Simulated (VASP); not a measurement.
# SnO in VASP: a series of runs

SnO is run at these levels: PBE+D3(BJ); tasks: single point.

Everything below comes from runs of VASP 6.6.1. Logs are shortened: lines on timing, memory, paths and dates and some standing lists are left out, and cuts for length are marked.

## Step 1: The cell of the first run

The cell holds a slab with vacuum, 8 atoms: a = 3.821 Å, b = 3.821 Å, c = 22.228 Å, α = 90.00°, β = 90.00°, γ = 90.00°.

## Step 2: Single point, PBE+D3(BJ) (layers slid over each other)

INCAR

```
SYSTEM = SnO
  PREC = Accurate
  ENCUT = 520
  EDIFF = 1E-6
  ISMEAR = 0
  SIGMA = 0.05
  LREAL = .False.
  LASPH = .True.
  NELM = 120
  ALGO = Normal
  ISIF = 2
  LWAVE = .False.
  LCHARG = .False.
  LDIPOL = .True.
  IDIPOL = 3
  DIPOL = 0.5 0.5 0.406
  GGA = PE
  IVDW = 12
  NBANDS = 50
  GGA_COMPAT = .False.
  NELMDL = -8
```

KPOINTS

```
Automatic mesh
0
Gamma
  7 7 1
  0 0 0
```

POSCAR

```
SnO
1.0
    3.8205591864     -0.0000144263      0.0000000000
    0.0000145052      3.8205591864      0.0000000000
    0.0000000000      0.0000000000     22.2281054423
Sn O
4 4
Direct
    0.7499972411      0.2500027589      0.2024464033
    0.2499972411      0.7500027589      0.3088006191
    0.4999972411      1.0000027589      0.5022494045
   -0.0000027589      1.5000027589      0.6086036202
    0.2499972411      0.2500027589      0.2556235112
    0.7499972411      0.7500027589      0.2556235112
   -0.0000027589      1.0000027589      0.5554265123
    0.4999972411      1.5000027589      0.5554265123
```

Potentials or basis: VASP PAW PBE potentials, release 64 (Sn_d, O).

On the command line:

```
$ cat potpaw_PBE.64/Sn_d/POTCAR potpaw_PBE.64/O/POTCAR > POTCAR
$ mpirun -np 1 vasp_std > vasp.out
```

OUTCAR:

```text
SYSTEM = SnO
   PREC = Accurate
   ENCUT = 520
   EDIFF = 1E-6
   ISMEAR = 0
   LREAL = .False.
   LASPH = .True.
   NELM = 120
   ISIF = 2
   GGA = PE
   IVDW = 12
   NELMDL = -8
 IVDW          = 12

 ion  position               nearest neighbor table
   1  0.750  0.250  0.202-   5 2.25   5 2.25   6 2.25   6 2.25   2 3.59   2 3.59   2 3.59   2 3.59

   2  0.250  0.750  0.309-   6 2.25   6 2.25   5 2.25   5 2.25   1 3.59   1 3.59   1 3.59   1 3.59

   3  0.500  0.000  0.502-   7 2.25   7 2.25   8 2.25   8 2.25   4 3.59   4 3.59   4 3.59   4 3.59

   4  1.000  0.500  0.609-   8 2.25   8 2.25   7 2.25   7 2.25   3 3.59   3 3.59   3 3.59   3 3.59

   5  0.250  0.250  0.256-   1 2.25   1 2.25   2 2.25   2 2.25
   6  0.750  0.750  0.256-   2 2.25   2 2.25   1 2.25   1 2.25
   7  1.000  0.000  0.555-   3 2.25   3 2.25   4 2.25   4 2.25
   8  0.500  0.500  0.555-   3 2.25   3 2.25   4 2.25   4 2.25

  LATTYP: Found a simple tetragonal cell.
 ALAT       =     3.8205591864
 C/A-ratio  =     5.8180241053

  Lattice vectors:

 A1 = (   3.8205591864,  -0.0000144263,   0.0000000000)
 A2 = (   0.0000145052,   3.8205591864,   0.0000000000)
 A3 = (   0.0000000000,   0.0000000000,  22.2281054423)

Analysis of symmetry for initial positions (statically):
=====================================================================
 Subroutine PRICEL returns:
 Original cell was already a primitive cell.

 Routine SETGRP: Setting up the symmetry group for a
 simple tetragonal supercell.

 Subroutine GETGRP returns: Found  4 space group operations
 (whereof  1 operations were pure point group operations)
 out of a pool of 16 trial point group operations.

The static configuration has the point symmetry C_1 .
 The point group associated with its full space group is C_2h.

Analysis of symmetry for dynamics (positions and initial velocities):
=====================================================================
 Subroutine PRICEL returns:
 Original cell was already a primitive cell.

 Routine SETGRP: Setting up the symmetry group for a
 simple tetragonal supercell.

 Subroutine GETGRP returns: Found  4 space group operations
 (whereof  1 operations were pure point group operations)
 out of a pool of 16 trial point group operations.

The dynamic configuration has the point symmetry C_1 .
 The point group associated with its full space group is C_2h.

 Subroutine INISYM returns: Found  4 space group operations
 (whereof  1 operations are pure point group operations),
 and found     1 'primitive' translations

----------------------------------------------------------------------------------------

                                     Primitive cell

  volume of cell :     324.4564

  direct lattice vectors                    reciprocal lattice vectors
     3.820559186 -0.000014426  0.000000000     0.261741790 -0.000000994  0.000000000
     0.000014505  3.820559186  0.000000000     0.000000988  0.261741790  0.000000000
     0.000000000  0.000000000 22.228105442     0.000000000  0.000000000  0.044988090

  length of vectors
     3.820559186  3.820559186 22.228105442     0.261741790  0.261741790  0.044988090

  position of ions in fractional coordinates (direct lattice)
     0.749997241  0.250002759  0.202446403
     0.249997241  0.750002759  0.308800619
     0.499997241  0.000002759  0.502249404
     0.999997241  0.500002759  0.608603620
     0.249997241  0.250002759  0.255623511
     0.749997241  0.750002759  0.255623511
     0.999997241  0.000002759  0.555426512
     0.499997241  0.500002759  0.555426512

  ion indices of the primitive-cell ions
   primitive index   ion index
                 1           1
                 2           2
                 3           3
                 4           4
                 5           5
                 6           6
                 7           7
                 8           8

----------------------------------------------------------------------------------------

 KPOINTS: Automatic mesh

Automatic generation of k-mesh.
 Grid dimensions read from file:
 generate k-points for:    7    7    1

 Generating k-lattice:

  Cartesian coordinates                     Fractional coordinates (reciprocal lattice)
     0.037391684 -0.000000142  0.000000000     0.142857143  0.000000000  0.000000000
     0.000000141  0.037391684  0.000000000     0.000000000  0.142857143  0.000000000
     0.000000000  0.000000000  0.044988090     0.000000000  0.000000000  1.000000000

  Length of vectors
     0.037391684  0.037391684  0.044988090

  Shift w.r.t. Gamma in fractional coordinates (k-lattice)
     0.000000000  0.000000000  0.000000000

 Subroutine IBZKPT returns following result:
 ===========================================

 Found     16 irreducible k-points:

 Following reciprocal coordinates:
            Coordinates               Weight
  0.000000  0.000000  0.000000      1.000000
  0.142857 -0.000000  0.000000      4.000000
  0.285714 -0.000000  0.000000      4.000000
  0.428571  0.000000  0.000000      4.000000
  0.142857  0.142857  0.000000      2.000000
 -0.142857  0.142857  0.000000      2.000000
[... 8 lines left out ...]
  0.428571  0.428571  0.000000      2.000000
 -0.428571  0.428571  0.000000      2.000000
   k-points           NKPTS =     16   k-points in BZ     NKDIM =     16   number of bands    NBANDS=     50
   number of dos      NEDOS =    301   number of ions     NIONS =      8
   total plane-waves  NPLWV = 131712
   dimension x,y,z NGX =    28 NGY =   28 NGZ =  168
   dimension x,y,z NGXF=    56 NGYF=   56 NGZF=  336
   ions per type =               4   4
   NGX,Y,Z   is equivalent  to a cutoff of  12.18, 12.18, 12.56 a.u.
   NGXF,Y,Z  is equivalent  to a cutoff of  24.37, 24.37, 25.13 a.u.
 SYSTEM =  SnO
   PREC   = accura    normal or accurate (medium, high low for compatibility)
   ISTART =      0    job   : 0-new  1-cont  2-samecut
   ICHARG =      2    charge: 1-file 2-atom 10-const
   ISPIN  =      1    spin polarized calculation?
   LNONCOLLINEAR =      F non collinear calculations
   LSORBIT =      F    spin-orbit coupling
   LASPH  =      T    aspherical Exc in radial PAW
   ENCUT  =  520.0 eV  38.22 Ry    6.18 a.u.   7.10  7.10 41.33*2*pi/ulx,y,z
   NELM   =    120;   NELMIN=  2; NELMDL= -8     # of ELM steps
   EDIFF  = 0.1E-05   stopping-criterion for ELM
   LREAL  =      F    real-space projection
   EDIFFG = 0.1E-04   stopping-criterion for IOM
   NSW    =      0    number of steps for IOM
   IBRION =     -1    ionic relax: 0-MD 1-quasi-New 2-CG
   NFREE  =      0    steps in history (QN), initial steepest desc. (CG)
   ISIF   =      2    stress and relaxation
   ISYM   =      2    0-nonsym 1-usesym 2-fastsym
   POTIM  = 0.5000    time-step for ionic-motion
   TEBEG  =    0.0;   TEEND  =   0.0 temperature during run
   PSTRESS=    0.0 pullay stress
   NELECT =      80.0000    total number of electrons
   NUPDOWN=      -1.0000    fix difference up-down
   EMIN   =  10.00;   EMAX   =-10.00  energy-range for DOS
   EFERMI =   0.00;   METHOD = LEGACY
   ISMEAR =     0;   SIGMA  =   0.05  broadening in eV -4-tet -1-fermi 0-gaus
   EFERMI_NEDOS =   21; number of points for ismear=-14 and -15
   IALGO  =     38    algorithm
   IMIX   =      4    mixing-type and parameters
     AMIX     =   0.40;   BMIX     =  1.00
     AMIX_MAG =   1.60;   BMIX_MAG =  1.00
  volume/ion in A,a.u.               =      40.56       273.69
  Fermi-wavevector in a.u.,A,eV,Ry     =   1.026564  1.939925 14.338279  1.053834
  Thomas-Fermi vector in A             =   2.160463
   LORBIT       =      0    0 simple, 1 ext, 2 COOP (PROOUT), +10 PAW based schemes
   GGA     = PE    functional components
   LHFCALC =     F    Hartree Fock is set to
   AEXX    =    0.0000 exact exchange contribution
   IVDW    =    12    specifies the selected vdW correction
   LEPSILON=     F    determine dielectric tensor
   LRPA    =     F    only Hartree local field effects (RPA)
 non-spin polarized calculation
 Gauss-broadening in eV      SIGMA  =   0.05
  energy-cutoff  :      520.00
  volume of cell :      324.46
 maximum number of plane-waves:      8769
   NGX = 15   NGY = 15   NGZ = 83

 dipolmoment           0.000000      0.000000      0.000010 electrons x Angstroem

 number of electron      79.9999971 magnetization

 dipolmoment           0.000000      0.000000     -0.000003 electrons x Angstroem

 Free energy of the ion-electron system (eV)
  ---------------------------------------------------
  ext. energy  EPLUGINS =         0.00000000
  ---------------------------------------------------
  free energy    TOTEN  =       -45.16841530 eV

  energy without entropy =      -45.16841530  energy(sigma->0) =      -45.16841530

 E-fermi :  -0.0035     XC(G=0):  -5.3342

 val. band max:       -0.2334416323   @ k =  -0.1429   0.1429   0.0000
 cond. band min:       2.3277298735   @ k =   0.0000   0.0000   0.0000
 fundamental gap:      2.5611715059
 Fermi energy:        -0.0035399840

 k-point     1 :       0.0000    0.0000    0.0000
  band No.  band energies     occupation
      1     -21.0530      2.00000
      2     -21.0529      2.00000
      3     -20.6936      2.00000
      4     -20.6936      2.00000
      5     -20.6557      2.00000
      6     -20.6556      2.00000
[... 42 lines left out ...]
     49       5.1412      0.00000
     50       5.2005      0.00000

 k-point     2 :       0.1429   -0.0000    0.0000
  band No.  band energies     occupation
      1     -21.0440      2.00000
      2     -21.0440      2.00000
      3     -20.6942      2.00000
      4     -20.6941      2.00000
      5     -20.6574      2.00000
      6     -20.6574      2.00000
[... 734 lines left out ...]
 k-point    16 :      -0.4286    0.4286    0.0000
  band No.  band energies     occupation
      1     -20.9938      2.00000
      2     -20.9937      2.00000
      3     -20.9801      2.00000
      4     -20.9797      2.00000
      5     -20.6605      2.00000
      6     -20.6605      2.00000
[... 42 lines left out ...]
     49       5.9524      0.00000
     50       6.4443      0.00000

------------------------ aborting loop because EDIFF is reached ----------------------------------------

 vacuum level on the upper side and lower side of the slab       (xc-potential included)        -0.200        -0.199

 Edisp (eV)   -1.22953

 E8    (eV) :    -0.5436

  FORCE on cell =-STRESS in cart. coord.  units (eV):
  Direction    XX          YY          ZZ          XY          YZ          ZX
  --------------------------------------------------------------------------------------
  -------------------------------------------------------------------------------------
  Total       0.13958     0.13958    -0.11766     0.02068     0.15378     0.15378
  in kB       0.68926     0.68926    -0.58102     0.10211     0.75937     0.75937
  external pressure =        0.27 kB  Pullay stress =        0.00 kB

 VOLUME and BASIS-vectors are now :
 -----------------------------------------------------------------------------
  energy-cutoff  :      520.00
  volume of cell :      324.46
      direct lattice vectors                 reciprocal lattice vectors
     3.820559186 -0.000014426  0.000000000     0.261741790 -0.000000994  0.000000000
     0.000014505  3.820559186  0.000000000     0.000000988  0.261741790  0.000000000
     0.000000000  0.000000000 22.228105442     0.000000000  0.000000000  0.044988090

 POSITION                                       TOTAL-FORCE (eV/Angst)
 -----------------------------------------------------------------------------------
      2.86541      0.95514      4.50000        -0.002930     -0.002930     -0.071303
      0.95514      2.86543      6.86405        -0.014138     -0.014137      0.122324
      1.91027      0.00000     11.16405         0.014138      0.014137     -0.122324
      3.82056      1.91028     13.52811         0.002930      0.002930      0.071303
      0.95513      0.95515      5.68203         0.005878     -0.015794      0.005890
      2.86542      2.86542      5.68203        -0.015794      0.005878      0.005890
      3.82055     -0.00000     12.34608         0.015794     -0.005878     -0.005890
      1.91028      1.91028     12.34608        -0.005878      0.015794     -0.005890
 -----------------------------------------------------------------------------------
    total drift:                               -0.000000     -0.000000     -0.000195

  FREE ENERGIE OF THE ION-ELECTRON SYSTEM (eV)
  ---------------------------------------------------
  free  energy   TOTEN  =       -46.3979437327 eV

  energy  without entropy=      -46.3979437327  energy(sigma->0) =      -46.39794373

 vacuum level on the upper side and lower side of the slab         4.785         4.788
```

Run time: 7 min. Hardware: 1 thread of Oxide Virtual Turin-like, shared host; peak memory 0.42 GiB.

What came out:

```yaml
Free_energy: -46.3979 eV
Largest_force: 0.124 eV/Å
Band_gap_on_the_k_mesh: 2.56 eV (least direct gap 2.59 eV)
Dispersion_energy_per_atom: -0.154 eV
```

Forces in eV/Å, atoms in the order of the input:
```
Sn  -0.003 -0.003 -0.071
Sn  -0.014 -0.014  0.122
Sn   0.014  0.014 -0.122
Sn   0.003  0.003  0.071
O    0.006 -0.016  0.006
O   -0.016  0.006  0.006
O    0.016 -0.006 -0.006
O   -0.006  0.016 -0.006
```

Caveat: the cell differs from its parent crystal (layers slid over each other); spin-orbit coupling is left out, which moves the levels of the heavy elements.

(Part 1 of 2 ends here.)
